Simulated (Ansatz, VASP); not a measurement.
# PtF2: VASP beside Ansatz

```
Pt F
1.0
     1.40930    0.81366    4.67453
    -1.40930    0.81366    4.67453
     0.00000   -1.62732    4.67453
Pt F
1 2
Cartesian
  0.0000 0.0000 7.0118
  0.0000 0.0000 10.5254
  0.0000 0.0000 3.4982
```

Alike in both runs: task single point; functional PBE; dispersion D3(BJ); k mesh 6 × 6 × 6; occupations gaussian, width 0.1 eV; no spin polarisation.

|  | VASP | Ansatz |
| --- | --- | --- |
| version | VASP 6.6.1 | Ansatz 0.2.0 |
| potentials or method | VASP PAW PBE potentials, release 64 (Pt, F), cutoff 520 eV | scalar-relativistic, plane waves, PAW |
| valence electrons in the cell | 24 | 32 |

```csv
,VASP,Ansatz,Ansatz less VASP
gap on the k mesh at the Fermi level (eV),none,none,-
rms of the force components (eV/Å),3.134,3.051,-0.0832
```

Atom by atom the forces differ by 0.083 eV/Å (rms over components). A gap of «none» marks a metal or a gap that the smearing closes. VASP's potentials hold 24 valence electrons a cell and Ansatz's 32, so a difference there can come from the potentials and not from the codes.

The k mesh is coarse, so the values compare programs but aren't converged. Spin-orbit coupling is off throughout.
